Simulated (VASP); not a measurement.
Input of a VASP 6.6.1 run:

The input INCAR:

```
  PREC = Accurate
  ENCUT = 520
  EDIFF = 1E-7
  ISMEAR = 0
  SIGMA = 0.1
  LREAL = False
  LASPH = True
  NELM = 150
  ALGO = Normal
  ISIF = 2
  LWAVE = False
  LCHARG = False
  ISPIN = 2
  MAGMOM = 0.74
  LORBIT = 11
  LMAXMIX = 4
  GGA = PS
  NBANDS = 15
```

File KPOINTS:

```
Automatic mesh
0
Gamma
  8 8 8
```

POSCAR

```
Ni
1.0
    2.2938224753      0.0000000000      0.0000000000
    0.0000000000      2.2938224753      0.0000000000
    0.0000000000      0.0000000000      2.2938224753
Ni
1
Direct
    0.0000000000      0.0000000000      0.0000000000
```

Potentials or basis: VASP PAW PBE potentials, release 64 (Ni).

The run is started by

```console
$ cat potpaw_PBE.64/Ni/POTCAR > POTCAR
$ mpirun -np 1 vasp_std > vasp.out
```

Question: Predict the net moment.

Answer: 0.70 μB per cell.

Question: What does it give for the pressure?

Answer: 0.0 GPa.

Question: Estimate the site moments.

Answer: Ni +0.69 μB.

Caveat: the PAW data sets were made with another functional, which shifts forces and pressure a little.
